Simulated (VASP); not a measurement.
# FeCo (Pm-3m) in VASP: single point with LDA

Aim: the single point of FeCo with LDA.

All numbers are computed with VASP 6.6.1; they aren't measurements. Logs are shortened: lines on timing, memory, paths and dates and some standing lists are left out, and cuts for length are marked.

### 1 The cell of the first run

Symmetry: Pm-3m, No. 221, cubic system. The conventional cell has a = 2.857 Å, b = 2.857 Å, c = 2.857 Å, α = 90.00°, β = 90.00°, γ = 90.00°. Co (site symmetry m-3m) has 8 Fe at 2.47 Å and 6 Co at 2.86 Å within 3.3 Å. Within 3.3 Å of Fe (site symmetry m-3m) lie 8 Co at 2.47 Å and 6 Fe at 2.86 Å.

### 2 Single point, LDA, collinear spin, ferromagnetic start

File INCAR:

```
SYSTEM = FeCo
GGA = CA ; ISPIN = 2
MAGMOM = 2 3 ; LORBIT = 11
ISMEAR = 1 ; SIGMA = 0.1
LWAVE = .FALSE. ; LCHARG = .FALSE.
ISIF = 2 ; PREC = Accurate
LASPH = .TRUE. ; LREAL = .FALSE.
ALGO = Normal ; EDIFF = 1E-6
NELM = 200 ; GGA_COMPAT = .FALSE.
ENCUT = 400 ; LMAXMIX = 4
```

File KPOINTS:

```
k-points
0
Gamma
  11 11 11
```

File POSCAR:

```
FeCo
1.0
    2.8570000000      0.0000000000      0.0000000000
    0.0000000000      2.8570000000      0.0000000000
    0.0000000000      0.0000000000      2.8570000000
Co Fe
1 1
Direct
    0.0000000000      0.0000000000      0.0000000000
    0.5000000000      0.5000000000      0.5000000000
```

Potentials or basis: VASP PAW LDA potentials, release 64 (Co, Fe).

Run with:

```sh
cat potpaw_LDA.64/Co/POTCAR potpaw_LDA.64/Fe/POTCAR > POTCAR
mpirun -np 1 vasp_std > vasp.out
```

OUTCAR:

```text
SYSTEM = FeCo
   GGA = CA
   ISPIN = 2
   LORBIT = 11
   ISMEAR = 1
   ISIF = 2
   PREC = Accurate
   LASPH = .TRUE.
   LREAL = .FALSE.
   EDIFF = 1E-6
   NELM = 200
   ENCUT = 400

 Found     56 irreducible k-points:

 Following reciprocal coordinates:
            Coordinates               Weight
  0.000000  0.000000  0.000000      1.000000
  0.090909  0.000000  0.000000      6.000000
  0.181818  0.000000  0.000000      6.000000
  0.272727  0.000000  0.000000      6.000000
  0.363636  0.000000  0.000000      6.000000
  0.454545  0.000000  0.000000      6.000000
   k-points           NKPTS =     56   k-points in BZ     NKDIM =     56   number of bands    NBANDS=     15
   number of dos      NEDOS =    301   number of ions     NIONS =      2
   total plane-waves  NPLWV =   8000
   dimension x,y,z NGX =    20 NGY =   20 NGZ =   20
   dimension x,y,z NGXF=    40 NGYF=   40 NGZF=   40
   ions per type =               1   1
   NGX,Y,Z   is equivalent  to a cutoff of  11.64, 11.64, 11.64 a.u.
   NGXF,Y,Z  is equivalent  to a cutoff of  23.28, 23.28, 23.28 a.u.
 SYSTEM =  FeCo
   PREC   = accura    normal or accurate (medium, high low for compatibility)
   ISTART =      0    job   : 0-new  1-cont  2-samecut
   ICHARG =      2    charge: 1-file 2-atom 10-const
   ISPIN  =      2    spin polarized calculation?
   LNONCOLLINEAR =      F non collinear calculations
   LSORBIT =      F    spin-orbit coupling
   LASPH  =      T    aspherical Exc in radial PAW
   ENCUT  =  400.0 eV  29.40 Ry    5.42 a.u.   4.66  4.66  4.66*2*pi/ulx,y,z
   NELM   =    200;   NELMIN=  2; NELMDL= -5     # of ELM steps
   EDIFF  = 0.1E-05   stopping-criterion for ELM
   LREAL  =      F    real-space projection
   EDIFFG = 0.1E-04   stopping-criterion for IOM
   NSW    =      0    number of steps for IOM
   IBRION =     -1    ionic relax: 0-MD 1-quasi-New 2-CG
   NFREE  =      0    steps in history (QN), initial steepest desc. (CG)
   ISIF   =      2    stress and relaxation
   ISYM   =      2    0-nonsym 1-usesym 2-fastsym
   POTIM  = 0.5000    time-step for ionic-motion
   TEBEG  =    0.0;   TEEND  =   0.0 temperature during run

   SCALEE = 1.0000    scale energy and forces
   PSTRESS=    0.0 pullay stress
   NELECT =      17.0000    total number of electrons
   NUPDOWN=      -1.0000    fix difference up-down
   EMIN   =  10.00;   EMAX   =-10.00  energy-range for DOS
   EFERMI =   0.00;   METHOD = LEGACY
   ISMEAR =     1;   SIGMA  =   0.10  broadening in eV -4-tet -1-fermi 0-gaus
   EFERMI_NEDOS =   21; number of points for ismear=-14 and -15
   IALGO  =     38    algorithm
   IMIX   =      4    mixing-type and parameters
     AMIX     =   0.40;   BMIX     =  1.00
     AMIX_MAG =   1.60;   BMIX_MAG =  1.00
  volume/ion in A,a.u.               =      11.66        78.69
  Fermi-wavevector in a.u.,A,eV,Ry     =   1.473378  2.784281 29.536115  2.170843
  Thomas-Fermi vector in A             =   2.588279
   LORBIT       =     11    0 simple, 1 ext, 2 COOP (PROOUT), +10 PAW based schemes
   GGA     = CA    functional components
   LHFCALC =     F    Hartree Fock is set to
   AEXX    =    0.0000 exact exchange contribution
   IVDW    =     0    specifies the selected vdW correction
   LEPSILON=     F    determine dielectric tensor
   LRPA    =     F    only Hartree local field effects (RPA)

   CSHIFT  =0.1000    complex shift for real part using Kramers Kronig

   OMEGAMAX=  -1.0    maximum frequency
 spin polarized calculation
 Methfessel and Paxton  Order N= 1 SIGMA  =   0.10
  energy-cutoff  :      400.00
  volume of cell :       23.32
 maximum number of plane-waves:       441
 NGX is ok and might be reduce to    20
   NGX =  9   NGY =  9   NGZ =  9

 number of electron      16.9999994 magnetization       4.3723815

 Free energy of the ion-electron system (eV)
  ---------------------------------------------------
  ext. energy  EPLUGINS =         0.00000000
  ---------------------------------------------------
  free energy    TOTEN  =       -17.12324365 eV

  energy without entropy =      -17.12337147  energy(sigma->0) =      -17.12328625

 E-fermi :   7.6351     XC(G=0): -13.2917

 val. band max:        7.6191104189   @ k =   0.3636   0.0000   0.0000
 cond. band min:       7.6382486720   @ k =   0.3636   0.1818   0.0909
 fundamental gap:      0.0191382531
 Fermi energy:         7.6351384592

 spin component 1

 k-point     1 :       0.0000    0.0000    0.0000
  band No.  band energies     occupation
      1      -1.2978      1.00000
      2       2.5076      1.00000
      3       2.5076      1.00000
      4       4.7263      1.00000
      5       4.7263      1.00000
      6       4.7263      1.00000
      7       5.9183      1.00000
      8       5.9183      1.00000
      9       6.9153      1.00000
     10       6.9153      1.00000
     11       6.9153      1.00000
     12      16.5934      0.00000
     13      16.5934      0.00000
     14      16.5934      0.00000
     15      22.3160      0.00000

 k-point     2 :       0.0909    0.0000    0.0000
  band No.  band energies     occupation
      1      -1.1316      1.00000
      2       2.5743      1.00000
      3       2.5752      1.00000
      4       4.7252      1.00000
      5       4.7252      1.00000
      6       4.7686      1.00000
      7       5.8503      1.00000
      8       5.9450      1.00000
      9       6.7882      1.00000
     10       6.7882      1.00000
     11       6.8695      1.00000
     12      15.4431      0.00000
     13      16.8979      0.00000
     14      16.8979      0.00000
     15      22.3696      0.00000

 k-point     3 :       0.1818    0.0000    0.0000
  band No.  band energies     occupation
      1      -0.6441      1.00000
      2       2.7484      1.00000
      3       2.7736      1.00000
      4       4.7310      1.00000
      5       4.7310      1.00000
      6       4.8938      1.00000
      7       5.6509      1.00000
      8       6.0217      1.00000
      9       6.4597      1.00000
     10       6.4597      1.00000
     11       6.7361      1.00000
     12      13.2515      0.00000
     13      17.7556      0.00000
     14      17.7556      0.00000
     15      22.5357      0.00000
[... 19 lines left out ...]
 k-point     5 :       0.3636    0.0000    0.0000
  band No.  band energies     occupation
      1       1.0951      1.00000
      2       3.0375      1.00000
      3       3.4954      1.00000
      4       4.8501      1.00000
      5       4.8501      1.00000
      6       4.9236      1.00000
      7       5.3496      1.00000
      8       5.6261      1.00000
      9       5.6261      1.00000
     10       6.2600      1.00000
     11       6.3390      1.00000
     12       9.0462     -0.00000
     13      20.6589      0.00000
     14      20.6589      0.00000
     15      23.2754      0.00000

 k-point     6 :       0.4545    0.0000    0.0000
  band No.  band energies     occupation
      1       2.0833      1.00000
      2       2.7930      1.00000
      3       3.9634      1.00000
      4       4.4536      1.00000
      5       5.0123      1.00000
      6       5.0123      1.00000
      7       5.2800      1.00000
      8       5.2800      1.00000
      9       5.6457      1.00000
     10       5.9581      1.00000
     11       6.7084      1.00000
     12       7.6032      0.75537
     13      22.5039      0.00000
     14      22.5039      0.00000
     15      23.8942      0.00000

 [... further k-points ...]

 spin component 2

 k-point     1 :       0.0000    0.0000    0.0000
  band No.  band energies     occupation
      1      -0.9605      1.00000
      2       4.0984      1.00000
      3       4.0984      1.00000
      4       6.4935      1.00000
      5       6.4936      1.00000
      6       6.4936      1.00000
      7       8.2064     -0.00000
      8       8.2065     -0.00000
      9       9.0941     -0.00000
     10       9.0941     -0.00000
     11       9.0941     -0.00000
     12      17.0203      0.00000
     13      17.0203      0.00000
     14      17.0203      0.00000
     15      23.4036      0.00000

 k-point     2 :       0.0909    0.0000    0.0000
  band No.  band energies     occupation
      1      -0.7935      1.00000
      2       4.1547      1.00000
      3       4.1757      1.00000
      4       6.4856      1.00000
      5       6.4857      1.00000
      6       6.5368      1.00000
      7       8.1235     -0.00000
      8       8.2381     -0.00000
      9       8.9325     -0.00000
     10       8.9325     -0.00000
     11       9.0461     -0.00000
     12      16.0114      0.00000
     13      17.3625      0.00000
     14      17.3625      0.00000
     15      23.4441      0.00000

 k-point     3 :       0.1818    0.0000    0.0000
  band No.  band energies     occupation
      1      -0.3020      1.00000
      2       4.2866      1.00000
      3       4.4026      1.00000
      4       6.4719      1.00000
      5       6.4719      1.00000
      6       6.6632      1.00000
      7       7.8812     -0.00138
      8       8.3239     -0.00000
      9       8.5313     -0.00000
     10       8.5313     -0.00000
     11       8.9084     -0.00000
     12      14.0272      0.00000
     13      18.3033      0.00000
     14      18.3033      0.00000
     15      23.5707      0.00000
[... 19 lines left out ...]
 k-point     5 :       0.3636    0.0000    0.0000
  band No.  band energies     occupation
      1       1.4958      1.00000
      2       4.2251      1.00000
      3       5.2245      1.00000
      4       6.5072      1.00000
      5       6.5072      1.00000
      6       7.0148      1.00000
      7       7.0861      1.00000
      8       7.6191      0.63373
      9       7.6191      0.63373
     10       8.4571     -0.00000
     11       8.5418     -0.00000
     12      10.4765      0.00000
     13      21.3512      0.00000
     14      21.3512      0.00000
     15      24.1468      0.00000

 k-point     6 :       0.4545    0.0000    0.0000
  band No.  band energies     occupation
      1       2.6128      1.00000
      2       3.6247      1.00000
      3       5.7135      1.00000
      4       6.5121      1.00000
      5       6.5628      1.00000
      6       6.5628      1.00000
      7       7.2730      1.00000
      8       7.3445      1.00016
      9       7.3445      1.00016
     10       8.2621     -0.00000
     11       8.6025     -0.00000
     12       9.6359      0.00000
     13      23.2323      0.00000
     14      23.2323      0.00000
     15      24.6068      0.00000

 [... further k-points ...]
[... 5 lines left out ...]
  --------------------------------------------------------------------------------------
  -------------------------------------------------------------------------------------
  Total       -3.0278166     -3.0278166     -3.0278166     -0.0000000      0.0000000      0.0000000
  in kB     -208.0220780   -208.0220780   -208.0220780     -0.0000000      0.0000000      0.0000000
  external PRESSURE =    -208.0220780 kB  Pullay stress =       0.0000000 kB

 VOLUME and BASIS-vectors are now :
 -----------------------------------------------------------------------------
  energy-cutoff  :      400.00
  volume of cell :       23.32
      direct lattice vectors                 reciprocal lattice vectors
     2.857000000  0.000000000  0.000000000     0.350017501  0.000000000  0.000000000
     0.000000000  2.857000000  0.000000000     0.000000000  0.350017501  0.000000000
     0.000000000  0.000000000  2.857000000     0.000000000  0.000000000  0.350017501

 POSITION                                       TOTAL-FORCE (eV/Angst)
 -----------------------------------------------------------------------------------
      0.00000      0.00000      0.00000         0.000000      0.000000      0.000000
      1.42850      1.42850      1.42850         0.000000      0.000000      0.000000
 -----------------------------------------------------------------------------------
    total drift:                               -0.000000      0.000000     -0.000000

  FREE ENERGIE OF THE ION-ELECTRON SYSTEM (eV)
  ---------------------------------------------------
  free  energy   TOTEN  =       -17.1232436485 eV

  energy  without entropy=      -17.1233714660  energy(sigma->0) =      -17.12328625

 total charge

# of ion       s       p       d       tot
------------------------------------------
    1        0.478   0.487   7.254   8.219
    2        0.466   0.504   6.176   7.145
--------------------------------------------------
tot          0.943   0.991  13.430  15.364

 magnetization (x)

# of ion       s       p       d       tot
------------------------------------------
    1       -0.009  -0.037   1.750   1.704
    2       -0.004  -0.033   2.686   2.650
--------------------------------------------------
tot         -0.012  -0.070   4.436   4.354
```

Run time: 16 s. Hardware: 1 thread of Intel Xeon Platinum 8488C (Sapphire Rapids), shared host; peak memory 0.14 GiB.

What came out:

| Property | Result |
| --- | --- |
| Free energy | -17.1232 eV |
| Pressure | -20.8 GPa |
| Net moment | 4.37 μB per cell |
| Site moments | Co +1.70; Fe +2.65 μB |
| Valence electrons inside the program's atomic spheres | Co 8.22; Fe 7.14 |

Caveat: the cell stands under tension.
